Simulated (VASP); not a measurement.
Set up this calculation in VASP 6.6.1, as the native input.

- Task: single point
- Functional: RPBE
- Potentials or basis: VASP PAW PBE potentials, release 64 (Re, Rh_pv, O)
- Cutoff: 520 eV
- k mesh: 14 × 14 × 12
- Occupations: gaussian, width 0.1 eV
- Spin: no spin polarisation
- Dipole correction: no
- Further INCAR settings: ALGO = Normal; EDIFF = 1e-06; NBANDS = 21

The structure of ReRhO lies in POSCAR:

```
ReRhO
1.0
    3.5757245841      0.0000000000      0.0000000000
    0.0000000000      3.5757245841      0.0000000000
    0.0000000000      0.0000000000      3.7499210336
Re Rh O
1 1 1
Direct
    0.5000000000      0.5000000000      0.0000000000
    0.0000000000      0.0000000000      0.0000000000
    0.5000000000      0.5000000000      0.5000000000
```

One way to write it, as run:

INCAR

```
SYSTEM = ReRhO
ALGO = Normal
EDIFF = 1E-6
ENCUT = 520
GGA = RP
ISIF = 2
ISMEAR = 0
LASPH = .True.
LCHARG = .False.
LREAL = .False.
LWAVE = .False.
NBANDS = 21
NELM = 100
PREC = Accurate
SIGMA = 0.1
```

KPOINTS

```
k-points
0
Gamma
  14 14 12
  0 0 0
```

Potentials or basis: VASP PAW PBE potentials, release 64 (Re, Rh_pv, O).

Launch:

```sh
$ cat potpaw_PBE.64/Re/POTCAR potpaw_PBE.64/Rh_pv/POTCAR potpaw_PBE.64/O/POTCAR > POTCAR
$ mpirun -np 1 vasp_std > vasp.out
```

Results of the run:

- Pressure: 5.1 GPa
- Band gap on the k mesh: zero (bands 14 and 15 overlap by 3.27 eV)

Caveat: the stress differs along the axes, from 3 to 9 GPa; the PAW data sets were made with another functional, which shifts forces and pressure a little; spin-orbit coupling is left out, which moves the levels of the heavy elements.

It used 120 s of CPU time on 1 thread of Intel(R) Xeon(R) 6975P-C (Granite Rapids), with other jobs on the host.
